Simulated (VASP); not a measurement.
# TaWC2 (R-3m) in VASP: notebook

TaWC2 is run at these levels: LDA+U, PBEsol+U; tasks: single point, relaxation of cell and atoms.

Program: VASP 6.6.1. These are calculated values, not measurements. Logs are shortened: lines on timing, memory, paths and dates and some standing lists are left out, and cuts for length are marked.

## (1) The cell of the first run

It takes space group R-3m (No. 166, trigonal). Conventional cell: a = 3.144 Å, b = 3.144 Å, c = 15.305 Å, α = 90.00°, β = 90.00°, γ = 120.00°. W (site symmetry -3m) has 6 C at 2.21 Å within 2.9 Å. Within 2.9 Å of Ta (site symmetry -3m) lie 6 C at 2.23 Å. C (site symmetry 3m) has 3 W at 2.21 Å and 3 Ta at 2.23 Å within 2.9 Å.

## (2) Single point, LDA+U

INCAR reads:

```
ALGO = Normal
EDIFF = 1E-6
ENCUT = 520
GGA = CA
ISIF = 2
ISMEAR = -1
LASPH = T
LCHARG = F
LDAU = T
LDAUJ = 0 0 0
LDAUL = 2 2 -1
LDAUPRINT = 1
LDAUTYPE = 2
LDAUU = 5 5 0
LMAXMIX = 4
LREAL = F
LWAVE = F
NBANDS = 24
NELM = 150
PREC = Accurate
SIGMA = 0.05
```

KPOINTS reads:

```
k-points
0
Gamma
  10 10 10
```

POSCAR reads:

```
TaWC2
1.0
    1.5718551461      0.9075109917      5.1016196719
   -1.5718551461      0.9075109917      5.1016196719
    0.0000000000     -1.8150219835      5.1016196719
W Ta C
1 1 2
Direct
    0.0000000000      0.0000000000      0.0000000000
    0.5000000000      0.5000000000      0.5000000000
    0.2509330000      0.2509330000      0.2509330000
    0.7490670000      0.7490670000      0.7490670000
```

Potentials or basis: VASP PAW LDA potentials, release 64 (W_sv, Ta_pv, C).

Command:

```
cat potpaw_LDA.64/W_sv/POTCAR potpaw_LDA.64/Ta_pv/POTCAR potpaw_LDA.64/C/POTCAR > POTCAR
mpirun -np 1 vasp_std > vasp.out
```

OUTCAR:

```text
EDIFF = 1E-6
   ENCUT = 520
   GGA = CA
   ISIF = 2
   ISMEAR = -1
   LASPH = T
   LREAL = F
   NELM = 150
   PREC = Accurate

 ion  position               nearest neighbor table
   1  0.000  0.000  0.000-   4 2.21   4 2.21   3 2.21   3 2.21   4 2.21   3 2.21   2 3.13   2 3.13
                             2 3.13   2 3.13   2 3.13   2 3.13
   2  0.500  0.500  0.500-   3 2.23   3 2.23   4 2.23   4 2.23   3 2.23   4 2.23   1 3.13   1 3.13
                             1 3.13   1 3.13   1 3.13   1 3.13
   3  0.251  0.251  0.251-   1 2.21   1 2.21   1 2.21   2 2.23   2 2.23   2 2.23
   4  0.749  0.749  0.749-   1 2.21   1 2.21   1 2.21   2 2.23   2 2.23   2 2.23

  LATTYP: Found a trigonal (rhomboedric) cell.
 ALAT       =     5.4148710120
 COS(alpha) =     0.8314693846

  Lattice vectors:

 A1 = (   1.5718551461,   0.9075109917,   5.1016196719)
 A2 = (  -1.5718551461,   0.9075109917,   5.1016196719)
 A3 = (   0.0000000000,  -1.8150219835,   5.1016196719)

Analysis of symmetry for initial positions (statically):
=====================================================================
 Subroutine PRICEL returns:
 Original cell was already a primitive cell.

 Routine SETGRP: Setting up the symmetry group for a
 trigonal (rhombohedral) supercell.

 Subroutine GETGRP returns: Found 12 space group operations
 (whereof 12 operations were pure point group operations)
 out of a pool of 12 trial point group operations.

The static configuration has the point symmetry D_3d.

Analysis of symmetry for dynamics (positions and initial velocities):
=====================================================================
 Subroutine PRICEL returns:
 Original cell was already a primitive cell.

 Routine SETGRP: Setting up the symmetry group for a
 trigonal (rhombohedral) supercell.

 Subroutine GETGRP returns: Found 12 space group operations
 (whereof 12 operations were pure point group operations)
 out of a pool of 12 trial point group operations.

The dynamic configuration has the point symmetry D_3d.

 Subroutine INISYM returns: Found 12 space group operations
 (whereof 12 operations are pure point group operations),
 and found     1 'primitive' translations

----------------------------------------------------------------------------------------

                                     Primitive cell

  volume of cell :      43.6640

  direct lattice vectors                    reciprocal lattice vectors
     1.571855146  0.907510992  5.101619672     0.318095469  0.183652505  0.065338727
    -1.571855146  0.907510992  5.101619672    -0.318095469  0.183652505  0.065338727
     0.000000000 -1.815021984  5.101619672     0.000000000 -0.367305009  0.065338727

  length of vectors
     5.414871012  5.414871012  5.414871012     0.373071198  0.373071198  0.373071198

  position of ions in fractional coordinates (direct lattice)
     0.000000000  0.000000000  0.000000000
     0.500000000  0.500000000  0.500000000
     0.250933000  0.250933000  0.250933000
     0.749067000  0.749067000  0.749067000

  ion indices of the primitive-cell ions
   primitive index   ion index
                 1           1
                 2           2
                 3           3
                 4           4

----------------------------------------------------------------------------------------

 KPOINTS: k-points

Automatic generation of k-mesh.
 Grid dimensions read from file:
 generate k-points for:   10   10   10

 Generating k-lattice:

  Cartesian coordinates                     Fractional coordinates (reciprocal lattice)
     0.031809547  0.018365250  0.006533873     0.100000000  0.000000000  0.000000000
    -0.031809547  0.018365250  0.006533873     0.000000000  0.100000000  0.000000000
     0.000000000 -0.036730501  0.006533873    -0.000000000 -0.000000000  0.100000000

  Length of vectors
     0.037307120  0.037307120  0.037307120

  Shift w.r.t. Gamma in fractional coordinates (k-lattice)
     0.000000000  0.000000000  0.000000000
[... 44 lines left out ...]
   ICHARG =      2    charge: 1-file 2-atom 10-const
   ISPIN  =      1    spin polarized calculation?
   LNONCOLLINEAR =      F non collinear calculations
   LSORBIT =      F    spin-orbit coupling
   LASPH  =      T    aspherical Exc in radial PAW
   ENCUT  =  520.0 eV  38.22 Ry    6.18 a.u.  10.07 10.07 10.07*2*pi/ulx,y,z
   NELM   =    150;   NELMIN=  2; NELMDL= -5     # of ELM steps
   EDIFF  = 0.1E-05   stopping-criterion for ELM
   LREAL  =      F    real-space projection
   EDIFFG = 0.1E-04   stopping-criterion for IOM
   NSW    =      0    number of steps for IOM
   IBRION =     -1    ionic relax: 0-MD 1-quasi-New 2-CG
   NFREE  =      0    steps in history (QN), initial steepest desc. (CG)
   ISIF   =      2    stress and relaxation
   ISYM   =      2    0-nonsym 1-usesym 2-fastsym
   POTIM  = 0.5000    time-step for ionic-motion
   TEBEG  =    0.0;   TEEND  =   0.0 temperature during run
   PSTRESS=    0.0 pullay stress
   NELECT =      33.0000    total number of electrons
   NUPDOWN=      -1.0000    fix difference up-down
   EMIN   =  10.00;   EMAX   =-10.00  energy-range for DOS
   EFERMI =   0.00;   METHOD = LEGACY
   ISMEAR =    -1;   SIGMA  =   0.05  broadening in eV -4-tet -1-fermi 0-gaus
   EFERMI_NEDOS =   21; number of points for ismear=-14 and -15
   IALGO  =     38    algorithm
   IMIX   =      4    mixing-type and parameters
     AMIX     =   0.40;   BMIX     =  1.00
     AMIX_MAG =   1.60;   BMIX_MAG =  1.00
  volume/ion in A,a.u.               =      10.92        73.66
  Fermi-wavevector in a.u.,A,eV,Ry     =   1.491208  2.817975 30.255294  2.223701
  Thomas-Fermi vector in A             =   2.603892
   LORBIT       =      0    0 simple, 1 ext, 2 COOP (PROOUT), +10 PAW based schemes
 LDA+U is selected, type is set to LDAUTYPE =  2
   angular momentum for each species LDAUL =     2    2   -1
   U (eV)           for each species LDAUU =   5.0  5.0  0.0
   J (eV)           for each species LDAUJ =   0.0  0.0  0.0
   GGA     = CA    functional components
   LHFCALC =     F    Hartree Fock is set to
   AEXX    =    0.0000 exact exchange contribution
   IVDW    =     0    specifies the selected vdW correction
   LEPSILON=     F    determine dielectric tensor
   LRPA    =     F    only Hartree local field effects (RPA)
 non-spin polarized calculation
  energy-cutoff  :      520.00
  volume of cell :       43.66
 maximum number of plane-waves:      1190
   NGX = 21   NGY = 21   NGZ = 21

atom =   1  type =  1  l = 2

 onsite density matrix

spin component  1

  0.3170  0.0000 -0.0000 -0.0103 -0.0000
  0.0000  0.3446 -0.0000  0.0000 -0.0103
 -0.0000 -0.0000  0.3335  0.0000  0.0000
 -0.0103  0.0000  0.0000  0.3446  0.0000
 -0.0000 -0.0103  0.0000  0.0000  0.3170

spin component  2

  0.3170  0.0000 -0.0000 -0.0103 -0.0000
  0.0000  0.3446 -0.0000  0.0000 -0.0103
 -0.0000 -0.0000  0.3335  0.0000  0.0000
 -0.0103  0.0000  0.0000  0.3446  0.0000
 -0.0000 -0.0103  0.0000  0.0000  0.3170

 occupancies and eigenvectors

  o =  0.3136  v = -0.9492  0.0000 -0.0000 -0.3148 -0.0000  0.0000  0.0000  0.0000  0.0000  0.0000      0.0000  0.0000  0.0000  0.0000  0.0000  0.0000  0.0000  0.0000  0.0000  0.0000
  o =  0.3136  v =  0.0000  0.0000  0.0000  0.0000  0.0000 -0.9492  0.0000 -0.0000 -0.3148 -0.0000      0.0000  0.0000  0.0000  0.0000  0.0000  0.0000  0.0000  0.0000  0.0000  0.0000
  o =  0.3136  v =  0.0000  0.3148 -0.0000 -0.0000  0.9492  0.0000  0.0000  0.0000  0.0000  0.0000      0.0000  0.0000  0.0000  0.0000  0.0000  0.0000  0.0000  0.0000  0.0000  0.0000
  o =  0.3136  v =  0.0000  0.0000  0.0000  0.0000  0.0000  0.0000  0.3148 -0.0000 -0.0000  0.9492      0.0000  0.0000  0.0000  0.0000  0.0000  0.0000  0.0000  0.0000  0.0000  0.0000
  o =  0.3335  v =  0.0000 -0.0000 -1.0000  0.0000 -0.0000  0.0000  0.0000  0.0000  0.0000  0.0000      0.0000  0.0000  0.0000  0.0000  0.0000  0.0000  0.0000  0.0000  0.0000  0.0000
  o =  0.3335  v =  0.0000  0.0000  0.0000  0.0000  0.0000  0.0000 -0.0000 -1.0000  0.0000 -0.0000      0.0000  0.0000  0.0000  0.0000  0.0000  0.0000  0.0000  0.0000  0.0000  0.0000
  o =  0.3480  v = -0.3148 -0.0000  0.0000  0.9492  0.0000  0.0000  0.0000  0.0000  0.0000  0.0000      0.0000  0.0000  0.0000  0.0000  0.0000  0.0000  0.0000  0.0000  0.0000  0.0000
  o =  0.3480  v =  0.0000  0.0000  0.0000  0.0000  0.0000 -0.3148 -0.0000  0.0000  0.9492  0.0000      0.0000  0.0000  0.0000  0.0000  0.0000  0.0000  0.0000  0.0000  0.0000  0.0000
  o =  0.3480  v =  0.0000 -0.9492  0.0000 -0.0000  0.3148  0.0000  0.0000  0.0000  0.0000  0.0000      0.0000  0.0000  0.0000  0.0000  0.0000  0.0000  0.0000  0.0000  0.0000  0.0000
  o =  0.3480  v =  0.0000  0.0000  0.0000  0.0000  0.0000  0.0000 -0.9492  0.0000 -0.0000  0.3148      0.0000  0.0000  0.0000  0.0000  0.0000  0.0000  0.0000  0.0000  0.0000  0.0000

atom =   2  type =  2  l = 2

 onsite density matrix

spin component  1

  0.2333  0.0000 -0.0000  0.0362 -0.0000
  0.0000  0.2304 -0.0000 -0.0000  0.0362
 -0.0000 -0.0000  0.2040  0.0000  0.0000
  0.0362 -0.0000  0.0000  0.2304 -0.0000
 -0.0000  0.0362  0.0000 -0.0000  0.2333

spin component  2

  0.2333  0.0000 -0.0000  0.0362 -0.0000
  0.0000  0.2304 -0.0000 -0.0000  0.0362
 -0.0000 -0.0000  0.2040  0.0000  0.0000
  0.0362 -0.0000  0.0000  0.2304 -0.0000
 -0.0000  0.0362  0.0000 -0.0000  0.2333

 occupancies and eigenvectors

  o =  0.1956  v =  0.0000  0.7211  0.0000 -0.0000 -0.6928  0.0000  0.0000  0.0000  0.0000  0.0000      0.0000  0.0000  0.0000  0.0000  0.0000  0.0000  0.0000  0.0000  0.0000  0.0000
  o =  0.1956  v =  0.0000  0.0000  0.0000  0.0000  0.0000  0.0000  0.7211  0.0000 -0.0000 -0.6928      0.0000  0.0000  0.0000  0.0000  0.0000  0.0000  0.0000  0.0000  0.0000  0.0000
  o =  0.1956  v =  0.0000  0.0000  0.0000  0.0000  0.0000 -0.6928  0.0000 -0.0000  0.7211 -0.0000      0.0000  0.0000  0.0000  0.0000  0.0000  0.0000  0.0000  0.0000  0.0000  0.0000
  o =  0.1956  v = -0.6928  0.0000 -0.0000  0.7211 -0.0000  0.0000  0.0000  0.0000  0.0000  0.0000      0.0000  0.0000  0.0000  0.0000  0.0000  0.0000  0.0000  0.0000  0.0000  0.0000
  o =  0.2040  v =  0.0000  0.0000 -1.0000 -0.0000 -0.0000  0.0000  0.0000  0.0000  0.0000  0.0000      0.0000  0.0000  0.0000  0.0000  0.0000  0.0000  0.0000  0.0000  0.0000  0.0000
  o =  0.2040  v =  0.0000  0.0000  0.0000  0.0000  0.0000  0.0000  0.0000 -1.0000 -0.0000 -0.0000      0.0000  0.0000  0.0000  0.0000  0.0000  0.0000  0.0000  0.0000  0.0000  0.0000
  o =  0.2681  v = -0.7211  0.0000  0.0000 -0.6928  0.0000  0.0000  0.0000  0.0000  0.0000  0.0000      0.0000  0.0000  0.0000  0.0000  0.0000  0.0000  0.0000  0.0000  0.0000  0.0000
  o =  0.2681  v =  0.0000  0.0000  0.0000  0.0000  0.0000 -0.7211  0.0000  0.0000 -0.6928  0.0000      0.0000  0.0000  0.0000  0.0000  0.0000  0.0000  0.0000  0.0000  0.0000  0.0000
  o =  0.2681  v =  0.0000 -0.6928 -0.0000 -0.0000 -0.7211  0.0000  0.0000  0.0000  0.0000  0.0000      0.0000  0.0000  0.0000  0.0000  0.0000  0.0000  0.0000  0.0000  0.0000  0.0000
  o =  0.2681  v =  0.0000  0.0000  0.0000  0.0000  0.0000  0.0000 -0.6928 -0.0000 -0.0000 -0.7211      0.0000  0.0000  0.0000  0.0000  0.0000  0.0000  0.0000  0.0000  0.0000  0.0000

 number of electron      33.0000000 magnetization

 Free energy of the ion-electron system (eV)
  ---------------------------------------------------
  ext. energy  EPLUGINS =         0.00000000
  ---------------------------------------------------
  free energy    TOTEN  =       -37.99341566 eV

  energy without entropy =      -37.98006915  energy(sigma->0) =      -37.98674240

 E-fermi :  10.7139     XC(G=0): -13.5881

 val. band max:       10.7121331236   @ k =  -0.3000   0.1000  -0.0000
 cond. band min:      10.7198803369   @ k =   0.4000   0.3000   0.0000
 fundamental gap:      0.0077472133
 Fermi energy:        10.7138966663

 k-point     1 :       0.0000    0.0000    0.0000
  band No.  band energies     occupation
      1     -64.9138      2.00000
      2     -29.3892      2.00000
      3     -29.2252      2.00000
      4     -29.2252      2.00000
      5     -25.9531      2.00000
      6     -25.5935      2.00000
[... 637 lines left out ...]
     23      16.6080      0.00000
     24      17.2842      0.00000

 [... further k-points ...]
[... 5 lines left out ...]
  --------------------------------------------------------------------------------------
  -------------------------------------------------------------------------------------
  Total       -0.8163611     -0.8163611     -0.7567674      0.0000000      0.0000000      0.0000000
  in kB      -29.9549866    -29.9549866    -27.7682971      0.0000000      0.0000000      0.0000000
  external PRESSURE =     -29.2260901 kB  Pullay stress =       0.0000000 kB

 VOLUME and BASIS-vectors are now :
 -----------------------------------------------------------------------------
  energy-cutoff  :      520.00
  volume of cell :       43.66
      direct lattice vectors                 reciprocal lattice vectors
     1.571855146  0.907510992  5.101619672     0.318095469  0.183652505  0.065338727
    -1.571855146  0.907510992  5.101619672    -0.318095469  0.183652505  0.065338727
     0.000000000 -1.815021984  5.101619672     0.000000000 -0.367305009  0.065338727

 POSITION                                       TOTAL-FORCE (eV/Angst)
 -----------------------------------------------------------------------------------
      0.00000      0.00000      0.00000        -0.000000      0.000000     -0.000000
      0.00000     -0.00000      7.65243         0.000000      0.000000     -0.000000
      0.00000     -0.00000      3.84049        -0.000000     -0.000000      0.079115
      0.00000     -0.00000     11.46436        -0.000000      0.000000     -0.079115
 -----------------------------------------------------------------------------------
    total drift:                                0.000000      0.000000      0.000000

  FREE ENERGIE OF THE ION-ELECTRON SYSTEM (eV)
  ---------------------------------------------------
  free  energy   TOTEN  =       -37.9934156591 eV

  energy  without entropy=      -37.9800691501  energy(sigma->0) =      -37.98674240
```

It took 89 s on 1 thread of Intel Xeon 6975P-C (Granite Rapids), shared host; peak memory 0.29 GiB.

What came out:

```
Free energy            : -37.9934 eV
Pressure               : -2.9 GPa
Largest force          : 0.079 eV/Å
Band gap on the k mesh : zero (an odd number of electrons rules out a gap without spin polarisation)
```

Forces on the atoms (eV/Å):
```
W    0.000  0.000  0.000
Ta   0.000  0.000  0.000
C    0.000  0.000  0.079
C    0.000  0.000 -0.079
```

Levels at points of the mesh, in eV from the Fermi level:
```tsv
k point	band 14	band 15	band 16	band 17	band 18	band 19	band 20	band 21
(0.00, 0.00, 0.00)	-2.08	-1.94	-1.05	-1.05	-0.99	-0.15	-0.15	2.13
(0.50, 0.00, 0.00)	-4.90	-4.51	-1.40	-0.71	1.57	2.16	3.35	3.76
(0.50, 0.50, 0.00)	-5.09	-2.46	-2.40	1.38	1.76	1.83	2.58	3.71
(0.50, 0.50, 0.50)	-4.42	-4.42	-0.96	-0.96	0.10	0.41	0.41	0.67
```

Eigenvalues of the final occupation matrices:
| site | spin | trace | eigenvalues |
| --- | --- | --- | --- |
| site 1 d | 1 | 1.66 | 0.31 0.31 0.33 0.35 0.35 |
| site 1 d | 2 | 1.66 | 0.31 0.31 0.33 0.35 0.35 |
| site 2 d | 1 | 1.13 | 0.20 0.20 0.20 0.27 0.27 |
| site 2 d | 2 | 1.13 | 0.20 0.20 0.20 0.27 0.27 |

Caveat: spin-orbit coupling is left out, which moves the levels of the heavy elements; U without spin polarisation on a metal has little footing; the U is typed as a test and isn't derived for this compound.

## (3) Single point, LDA+U

INCAR reads:

```
  ALGO = Normal
  EDIFF = 1E-6
  ENCUT = 520
  GGA = CA
  ISIF = 2
  ISMEAR = -1
  LASPH = T
  LCHARG = T
  LDAU = T
  LDAUJ = 0 0 0
  LDAUL = 2 2 -1
  LDAUPRINT = 1
  LDAUTYPE = 2
  LDAUU = 6 6 0
  LELF = T
  LMAXMIX = 4
  LREAL = F
  LVHAR = T
  LWAVE = F
  NBANDS = 24
  NELM = 150
  PREC = Accurate
  SIGMA = 0.05
```

KPOINTS is that of step 2.

POSCAR is that of step 2.

Potentials or basis: VASP PAW LDA potentials, release 64 (W_sv, Ta_pv, C).

Command:

```
cat potpaw_LDA.64/W_sv/POTCAR potpaw_LDA.64/Ta_pv/POTCAR potpaw_LDA.64/C/POTCAR > POTCAR
mpirun -np 1 vasp_std > vasp.out
```

Run time: 1.8 min. Hardware: 1 thread of Intel Xeon 6975P-C (Granite Rapids), shared host; peak memory 0.28 GiB.

It converged, with:

| Property | Result |
| --- | --- |
| Free energy | -36.0260 eV |
| Pressure | -0.3 GPa |
| Largest force | 0.065 eV/Å |
| Band gap on the k mesh | zero (an odd number of electrons rules out a gap without spin polarisation) |

Forces in eV/Å, atoms in the order of the input:
```
W    0.000  0.000  0.000
Ta   0.000  0.000  0.000
C    0.000  0.000  0.065
C    0.000  0.000 -0.065
```

Stress tensor (GPa, compression positive):
```
-0.38  0.00  0.00
 0.00 -0.38  0.00
 0.00  0.00 -0.20
```

Levels at points of the mesh, in eV from the Fermi level:
```csv
k point,band 15,band 16,band 17,band 18,band 19,band 20
"(0.00, 0.00, 0.00)",-1.91,-1.11,-1.11,-1.05,-0.13,-0.13
"(0.50, 0.00, 0.00)",-4.54,-1.43,-0.71,1.60,2.17,3.42
"(0.50, 0.50, 0.00)",-2.53,-2.47,1.43,1.80,1.85,2.60
"(0.50, 0.50, 0.50)",-4.44,-0.97,-0.97,0.06,0.47,0.47
```

Eigenvalues of the final occupation matrices:
| site | spin | trace | eigenvalues |
| --- | --- | --- | --- |
| site 1 d | 1 | 1.64 | 0.31 0.31 0.33 0.35 0.35 |
| site 1 d | 2 | 1.64 | 0.31 0.31 0.33 0.35 0.35 |
| site 2 d | 1 | 1.11 | 0.19 0.19 0.20 0.27 0.27 |
| site 2 d | 2 | 1.11 | 0.19 0.19 0.20 0.27 0.27 |

Caveat: spin-orbit coupling is left out, which moves the levels of the heavy elements; U without spin polarisation on a metal has little footing; the U is typed as a test and isn't derived for this compound.

(Part 1 of 2 ends here.)

The gap in the log of VASP goes by the Fermi energy; the results here count the filled bands.